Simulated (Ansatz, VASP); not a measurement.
Two plane-wave programs on KF

The input INCAR:

```
ALGO = Normal
EDIFF = 1E-6
ENCUT = 520
GGA = CA
ISIF = 2
ISMEAR = 0
LASPH = True
LCHARG = False
LREAL = False
LWAVE = False
NBANDS = 15
NELM = 60
PREC = Accurate
SIGMA = 0.05
```

The input KPOINTS:

```
k-points
0
Gamma
  8 8 8
```

POSCAR

```
KF
1.0
   -0.0546792060      2.5408527238      2.5408527238
    2.5408527238     -0.0546792060      2.5408527238
    2.5408527238      2.5408527238     -0.0546792060
K F
1 1
Direct
    0.0000000000      0.0000000000      0.0000000000
    0.5000000000      0.5000000000      0.5000000000
```

Input for Ansatz:

```yaml
crystal:
  lattice:
    - [-0.054679206, 2.5408527238, 2.5408527238]
    - [2.5408527238, -0.054679206, 2.5408527238]
    - [2.5408527238, 2.5408527238, -0.054679206]
  atoms:
    - { symbol: K, position: [0.0, 0.0, 0.0] }
    - { symbol: F, position: [0.5, 0.5, 0.5] }
basis:
  ecutwfc: 520.0
kpoints:
  mp_grid: { grid: [8, 8, 8] }
hamiltonian:
  xc: lda
scf:
  occupations: { method: gaussian, width: 0.05 }
output:
  forces: true
  stress: true
  eigenvalues: true
```

Alike in both runs: task single point; functional LDA; k mesh 8 × 8 × 8; occupations gaussian, width 0.05 eV; no spin polarisation.

|  | VASP | Ansatz |
| --- | --- | --- |
| version | VASP 6.6.1 | Ansatz 0.2.0 |
| potentials or method | VASP PAW LDA potentials, release 64 (K_sv, F), cutoff 520 eV | scalar-relativistic, plane waves, PAW |
| valence electrons in the cell | 16 | 16 |

```tsv
	VASP	Ansatz	Ansatz less VASP
gap on the k mesh at the Fermi level (eV)	6.42	6.44	+0.020
least direct gap on the mesh (eV)	6.42	6.44	+0.020
pressure (GPa)	0.9	0.7	-0.27
traceless stress, the component that is largest in VASP (GPa)	0.25	0.26	+0.008
```

LDA's correlation is that of Perdew and Zunger in VASP and of Perdew and Wang (1992) in Ansatz.
